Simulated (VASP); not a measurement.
# Os (Fm-3m) in VASP: a series of runs

The runs below take Os through electric field gradients, with PBEsol.

Everything below comes from runs of VASP 6.6.1. Logs are shortened: lines on timing, memory, paths and dates and some standing lists are left out, and cuts for length are marked.

## (1) The cell of the first run

It takes space group Fm-3m (No. 225, cubic). The conventional cell has a = 3.864 Å, b = 3.864 Å, c = 3.864 Å, α = 90.00°, β = 90.00°, γ = 90.00°. Within 3.6 Å of Os (site symmetry m-3m) lie 12 Os at 2.73 Å.

This isn't the form of Os at room conditions, which is hcp.

## (2) Electric field gradients, PBEsol (14.42 Å³/atom)

INCAR

```
SYSTEM = Os
PREC = Accurate
ENCUT = 520
EDIFF = 1E-8
ISMEAR = -1
SIGMA = 0.03
LREAL = .False.
LASPH = .True.
NELM = 80
ALGO = Normal
ISIF = 2
LWAVE = .False.
LCHARG = .False.
GGA = PS
LEFG = .True.
NBANDS = 10
```

KPOINTS

```
regular mesh
0
Gamma
  14 14 14
  0 0 0
```

POSCAR

```
Os
1.0
    0.0000000000      1.9319459154      1.9319459154
    1.9319459154      0.0000000000      1.9319459154
    1.9319459154      1.9319459154      0.0000000000
Os
1
Direct
    0.0000000000      0.0000000000      0.0000000000
```

Potentials or basis: VASP PAW PBE potentials, release 64 (Os).

Run with:

```bash
> cat potpaw_PBE.64/Os/POTCAR > POTCAR
> mpirun -np 1 vasp_std > vasp.out
```

OUTCAR:

```text
SYSTEM = Os
   PREC = Accurate
   ENCUT = 520
   EDIFF = 1E-8
   ISMEAR = -1
   LREAL = .False.
   LASPH = .True.
   NELM = 80
   ISIF = 2
   GGA = PS

 ion  position               nearest neighbor table
   1  0.000  0.000  0.000-

  LATTYP: Found a face centered cubic cell.
 ALAT       =     3.8638918308

  Lattice vectors:

 A1 = (   0.0000000000,   1.9319459154,   1.9319459154)
 A2 = (   1.9319459154,   0.0000000000,   1.9319459154)
 A3 = (   1.9319459154,   1.9319459154,   0.0000000000)

Analysis of symmetry for initial positions (statically):
=====================================================================
 Subroutine PRICEL returns:
 Original cell was already a primitive cell.

 Routine SETGRP: Setting up the symmetry group for a
 face centered cubic supercell.

 Subroutine GETGRP returns: Found 48 space group operations
 (whereof 48 operations were pure point group operations)
 out of a pool of 48 trial point group operations.

The static configuration has the point symmetry O_h .

Analysis of symmetry for dynamics (positions and initial velocities):
=====================================================================
 Subroutine PRICEL returns:
 Original cell was already a primitive cell.

 Routine SETGRP: Setting up the symmetry group for a
 face centered cubic supercell.

 Subroutine GETGRP returns: Found 48 space group operations
 (whereof 48 operations were pure point group operations)
 out of a pool of 48 trial point group operations.

The dynamic configuration has the point symmetry O_h .

 Subroutine INISYM returns: Found 48 space group operations
 (whereof 48 operations are pure point group operations),
 and found     1 'primitive' translations

----------------------------------------------------------------------------------------

                                     Primitive cell

  volume of cell :      14.4216

  direct lattice vectors                    reciprocal lattice vectors
     0.000000000  1.931945915  1.931945915    -0.258806417  0.258806417  0.258806417
     1.931945915  0.000000000  1.931945915     0.258806417 -0.258806417  0.258806417
     1.931945915  1.931945915  0.000000000     0.258806417  0.258806417 -0.258806417

  length of vectors
     2.732184115  2.732184115  2.732184115     0.448265863  0.448265863  0.448265863

  position of ions in fractional coordinates (direct lattice)
     0.000000000  0.000000000  0.000000000

  ion indices of the primitive-cell ions
   primitive index   ion index
                 1           1

----------------------------------------------------------------------------------------

 KPOINTS: regular mesh

Automatic generation of k-mesh.
 Grid dimensions read from file:
 generate k-points for:   14   14   14

 Generating k-lattice:

  Cartesian coordinates                     Fractional coordinates (reciprocal lattice)
    -0.018486173  0.018486173  0.018486173     0.071428571  0.000000000  0.000000000
     0.018486173 -0.018486173  0.018486173     0.000000000  0.071428571  0.000000000
     0.018486173  0.018486173 -0.018486173     0.000000000  0.000000000  0.071428571

  Length of vectors
     0.032018990  0.032018990  0.032018990

  Shift w.r.t. Gamma in fractional coordinates (k-lattice)
     0.000000000  0.000000000  0.000000000

 Subroutine IBZKPT returns following result:
 ===========================================

 Found    104 irreducible k-points:

 Following reciprocal coordinates:
            Coordinates               Weight
  0.000000  0.000000  0.000000      1.000000
  0.071429  0.000000  0.000000      8.000000
  0.142857  0.000000  0.000000      8.000000
  0.214286  0.000000  0.000000      8.000000
  0.285714  0.000000  0.000000      8.000000
  0.357143  0.000000  0.000000      8.000000
[... 16 lines left out ...]
  0.214286  0.142857  0.000000     24.000000
  0.285714  0.142857  0.000000     24.000000
 [... further k-points ...]
   k-points           NKPTS =    104   k-points in BZ     NKDIM =    104   number of bands    NBANDS=     10
   number of dos      NEDOS =    301   number of ions     NIONS =      1
   total plane-waves  NPLWV =   8000
   dimension x,y,z NGX =    20 NGY =   20 NGZ =   20
   dimension x,y,z NGXF=    40 NGYF=   40 NGZF=   40
   ions per type =               1
   NGX,Y,Z   is equivalent  to a cutoff of  12.17, 12.17, 12.17 a.u.
   NGXF,Y,Z  is equivalent  to a cutoff of  24.34, 24.34, 24.34 a.u.
 SYSTEM =  Os
   PREC   = accura    normal or accurate (medium, high low for compatibility)
   ISTART =      0    job   : 0-new  1-cont  2-samecut
   ICHARG =      2    charge: 1-file 2-atom 10-const
   ISPIN  =      1    spin polarized calculation?
   LNONCOLLINEAR =      F non collinear calculations
   LSORBIT =      F    spin-orbit coupling
   LASPH  =      T    aspherical Exc in radial PAW
   ENCUT  =  520.0 eV  38.22 Ry    6.18 a.u.   5.08  5.08  5.08*2*pi/ulx,y,z
   NELM   =     80;   NELMIN=  2; NELMDL= -5     # of ELM steps
   EDIFF  = 0.1E-07   stopping-criterion for ELM
   LREAL  =      F    real-space projection
   EDIFFG = 0.1E-06   stopping-criterion for IOM
   NSW    =      0    number of steps for IOM
   IBRION =     -1    ionic relax: 0-MD 1-quasi-New 2-CG
   NFREE  =      0    steps in history (QN), initial steepest desc. (CG)
   ISIF   =      2    stress and relaxation
   ISYM   =      2    0-nonsym 1-usesym 2-fastsym
   POTIM  = 0.5000    time-step for ionic-motion
   TEBEG  =    0.0;   TEEND  =   0.0 temperature during run
   PSTRESS=    0.0 pullay stress
   NELECT =       8.0000    total number of electrons
   NUPDOWN=      -1.0000    fix difference up-down
   EMIN   =  10.00;   EMAX   =-10.00  energy-range for DOS
   EFERMI =   0.00;   METHOD = LEGACY
   ISMEAR =    -1;   SIGMA  =   0.03  broadening in eV -4-tet -1-fermi 0-gaus
   EFERMI_NEDOS =   21; number of points for ismear=-14 and -15
   IALGO  =     38    algorithm
   IMIX   =      4    mixing-type and parameters
     AMIX     =   0.40;   BMIX     =  1.00
     AMIX_MAG =   1.60;   BMIX_MAG =  1.00
  volume/ion in A,a.u.               =      14.42        97.32
  Fermi-wavevector in a.u.,A,eV,Ry     =   1.345137  2.541940 24.618295  1.809394
  Thomas-Fermi vector in A             =   2.473074
   LORBIT       =      0    0 simple, 1 ext, 2 COOP (PROOUT), +10 PAW based schemes
   GGA     = PS    functional components
   LHFCALC =     F    Hartree Fock is set to
   AEXX    =    0.0000 exact exchange contribution
   IVDW    =     0    specifies the selected vdW correction
   LEPSILON=     F    determine dielectric tensor
   LRPA    =     F    only Hartree local field effects (RPA)
 non-spin polarized calculation
  energy-cutoff  :      520.00
  volume of cell :       14.42
 maximum number of plane-waves:       399
   NGX = 11   NGY = 11   NGZ = 11

 number of electron       8.0000000 magnetization

 Free energy of the ion-electron system (eV)
  ---------------------------------------------------
  ext. energy  EPLUGINS =         0.00000000
  ---------------------------------------------------
  free energy    TOTEN  =       -12.07410935 eV

  energy without entropy =      -12.06958260  energy(sigma->0) =      -12.07184598

 E-fermi :   8.6856     XC(G=0): -13.9798

 val. band max:        8.6767924871   @ k =  -0.3571   0.3571   0.0000
 cond. band min:       8.6877836338   @ k =   0.3571   0.2857   0.0714
 fundamental gap:      0.0109911467
 Fermi energy:         8.6855712677

 k-point     1 :       0.0000    0.0000    0.0000
  band No.  band energies     occupation
      1      -1.8689      2.00000
      2       5.8481      2.00000
      3       5.8481      2.00000
      4       5.8481      2.00000
      5       8.7723      0.10535
      6       8.7723      0.10535
      7      23.0248      0.00000
      8      28.6397      0.00000
      9      28.6397      0.00000
     10      28.6397      0.00000

 k-point     2 :       0.0714    0.0000    0.0000
  band No.  band energies     occupation
      1      -1.6382      2.00000
      2       5.7109      2.00000
      3       5.9519      2.00000
      4       5.9519      2.00000
      5       8.6993      0.77485
      6       8.6993      0.77485
      7      23.4501      0.00000
      8      27.5060      0.00000
      9      29.0460      0.00000
     10      29.0460      0.00000

 k-point     3 :       0.1429    0.0000    0.0000
  band No.  band energies     occupation
      1      -0.9879      2.00000
      2       5.3953      2.00000
      3       6.1921      2.00000
      4       6.1921      2.00000
      5       8.5816      1.93948
      6       8.5816      1.93948
      7      24.4942      0.00000
      8      25.6941      0.00000
      9      30.2074      0.00000
     10      30.2074      0.00000

 k-point     4 :       0.2143    0.0000    0.0000
  band No.  band energies     occupation
      1      -0.0729      2.00000
      2       5.1597      2.00000
      3       6.3386      2.00000
      4       6.3386      2.00000
      5       8.7088      0.63150
      6       8.7088      0.63150
      7      23.6338      0.00000
      8      25.9458      0.00000
      9      31.9570      0.00000
     10      31.9570      0.00000
[... 222 lines left out ...]
 k-point    22 :       0.1429    0.1429    0.0000
  band No.  band energies     occupation
      1      -0.6861      2.00000
      2       4.9335      2.00000
      3       6.5685      2.00000
      4       6.5685      2.00000
      5       7.6918      2.00000
      6       9.1484      0.00000
      7      25.1866      0.00000
      8      26.9736      0.00000
      9      29.0372      0.00000
     10      29.0372      0.00000

 k-point    23 :       0.2143    0.1429    0.0000
  band No.  band energies     occupation
      1       0.0294      2.00000
      2       4.5568      2.00000
      3       6.6794      2.00000
      4       6.9046      2.00000
      5       7.6010      2.00000
      6       9.3617      0.00000
      7      25.8349      0.00000
      8      26.4117      0.00000
      9      29.2263      0.00000
     10      29.7779      0.00000

 k-point    24 :       0.2857    0.1429    0.0000
  band No.  band energies     occupation
      1       0.9304      2.00000
      2       4.3453      2.00000
      3       6.1866      2.00000
      4       7.0298      2.00000
      5       8.4399      1.99945
      6       9.8009      0.00000
      7      24.0849      0.00000
      8      27.1166      0.00000
      9      29.3439      0.00000
     10      30.1105      0.00000

 [... further k-points ...]

------------------------ aborting loop because EDIFF is reached ----------------------------------------

  FORCE on cell =-STRESS in cart. coord.  units (eV):
  Direction    XX          YY          ZZ          XY          YZ          ZX
  --------------------------------------------------------------------------------------
  -------------------------------------------------------------------------------------
  Total       -1.1596183     -1.1596183     -1.1596183      0.0000000     -0.0000000      0.0000000
  in kB     -128.8281427   -128.8281427   -128.8281427      0.0000000     -0.0000000      0.0000000
  external PRESSURE =    -128.8281427 kB  Pullay stress =       0.0000000 kB

 VOLUME and BASIS-vectors are now :
 -----------------------------------------------------------------------------
  energy-cutoff  :      520.00
  volume of cell :       14.42
      direct lattice vectors                 reciprocal lattice vectors
     0.000000000  1.931945915  1.931945915    -0.258806417  0.258806417  0.258806417
     1.931945915  0.000000000  1.931945915     0.258806417 -0.258806417  0.258806417
     1.931945915  1.931945915  0.000000000     0.258806417  0.258806417 -0.258806417

 POSITION                                       TOTAL-FORCE (eV/Angst)
 -----------------------------------------------------------------------------------
      0.00000      0.00000      0.00000        -0.000000      0.000000      0.000000
 -----------------------------------------------------------------------------------
    total drift:                                0.000000      0.000000     -0.000000

  FREE ENERGIE OF THE ION-ELECTRON SYSTEM (eV)
  ---------------------------------------------------
  free  energy   TOTEN  =       -12.0741093520 eV

  energy  without entropy=      -12.0695826049  energy(sigma->0) =      -12.07184598

 Electric field gradients (V/A^2)
---------------------------------------------------------------------
 ion       V_xx      V_yy      V_zz      V_xy      V_xz      V_yz
---------------------------------------------------------------------
   1      -0.000    -0.000    -0.000    -0.000    -0.000    -0.000
---------------------------------------------------------------------

 Electric field gradients after diagonalization (V/A^2)
 (convention: |V_zz| > |V_xx| > |V_yy|)
----------------------------------------------------------------------
 ion       V_xx      V_yy      V_zz     asymmetry (V_yy - V_xx)/ V_zz
----------------------------------------------------------------------
   1       0.000     0.000    -0.000       0.000
----------------------------------------------------------------------

           NMR quadrupolar parameters

 Cq : quadrupolar parameter    Cq=e*Q*V_zz/h
 eta: asymmetry parameters     (V_yy - V_xx)/ V_zz
 Q  : nuclear electric quadrupole moment in mb (millibarn)
----------------------------------------------------------------------
 ion       Cq(MHz)       eta       Q (mb)
----------------------------------------------------------------------
   1      -0.000       0.000       1.000
----------------------------------------------------------------------
```

Wall time 16 s (1 thread of Intel Xeon 8259CL, shared host); peak memory 0.14 GiB.

What came out:

| Property | Result |
| --- | --- |
| Free energy | -12.0741 eV |
| Pressure | -12.9 GPa |
| Band gap on the k mesh | zero (bands 4 and 5 overlap by 3.60 eV) |
| Largest electric field gradient by atom | zero within the noise of the run |

Caveat: the cell stands under tension; the PAW data sets were made with another functional, which shifts forces and pressure a little; spin-orbit coupling is left out, which moves the levels of the heavy elements.

## (3) Electric field gradients, PBEsol (14.86 Å³/atom)

This run uses another cell than the first one, of 14.86 Å³/atom.

INCAR

```
PREC = Accurate
ENCUT = 520
EDIFF = 1E-8
ISMEAR = -1
SIGMA = 0.03
LREAL = False
LASPH = True
NELM = 60
ALGO = Normal
ISIF = 2
LWAVE = False
LCHARG = False
GGA = PS
LEFG = True
NBANDS = 10
```

KPOINTS

```
regular mesh
0
Gamma
  14 14 14
```

POSCAR

```
Os
1.0
    0.0000000000      1.9514618415      1.9514618415
    1.9514618415      0.0000000000      1.9514618415
    1.9514618415      1.9514618415      0.0000000000
Os
1
Direct
    0.0000000000      0.0000000000      0.0000000000
```

Potentials or basis: VASP PAW PBE potentials, release 64 (Os).

Run with:

```bash
> cat potpaw_PBE.64/Os/POTCAR > POTCAR
> mpirun -np 1 vasp_std > vasp.out
```

OUTCAR:

```text
PREC = Accurate
   ENCUT = 520
   EDIFF = 1E-8
   ISMEAR = -1
   LREAL = False
   LASPH = True
   NELM = 60
   ISIF = 2
   GGA = PS

 ion  position               nearest neighbor table
   1  0.000  0.000  0.000-

  LATTYP: Found a face centered cubic cell.
 ALAT       =     3.9029236830

  Lattice vectors:

 A1 = (   0.0000000000,   1.9514618415,   1.9514618415)
 A2 = (   1.9514618415,   0.0000000000,   1.9514618415)
[... 518 lines left out ...]
    total drift:                               -0.000000      0.000000     -0.000000

  FREE ENERGIE OF THE ION-ELECTRON SYSTEM (eV)
  ---------------------------------------------------
  free  energy   TOTEN  =       -12.0242598656 eV

  energy  without entropy=      -12.0196505562  energy(sigma->0) =      -12.02195521

 Electric field gradients (V/A^2)
---------------------------------------------------------------------
 ion       V_xx      V_yy      V_zz      V_xy      V_xz      V_yz
---------------------------------------------------------------------
   1      -0.000     0.000     0.000     0.000     0.000     0.000
---------------------------------------------------------------------

 Electric field gradients after diagonalization (V/A^2)
 (convention: |V_zz| > |V_xx| > |V_yy|)
----------------------------------------------------------------------
 ion       V_xx      V_yy      V_zz     asymmetry (V_yy - V_xx)/ V_zz
----------------------------------------------------------------------
   1      -0.000    -0.000     0.000       0.000
----------------------------------------------------------------------

           NMR quadrupolar parameters

 Cq : quadrupolar parameter    Cq=e*Q*V_zz/h
 eta: asymmetry parameters     (V_yy - V_xx)/ V_zz
 Q  : nuclear electric quadrupole moment in mb (millibarn)
----------------------------------------------------------------------
 ion       Cq(MHz)       eta       Q (mb)
----------------------------------------------------------------------
   1       0.000       0.000       1.000
----------------------------------------------------------------------
```

It took 19 s on 1 thread of Intel Xeon 8259CL, shared host; peak memory 0.15 GiB.

What came out:

* Free energy: -12.0243 eV
* Pressure: -23.2 GPa
* Band gap on the k mesh: zero (bands 4 and 5 overlap by 3.44 eV)
* Largest electric field gradient by atom: zero within the noise of the run

Caveat: the cell stands under tension; the PAW data sets were made with another functional, which shifts forces and pressure a little; spin-orbit coupling is left out, which moves the levels of the heavy elements.

(Part 1 of 2 ends here.)
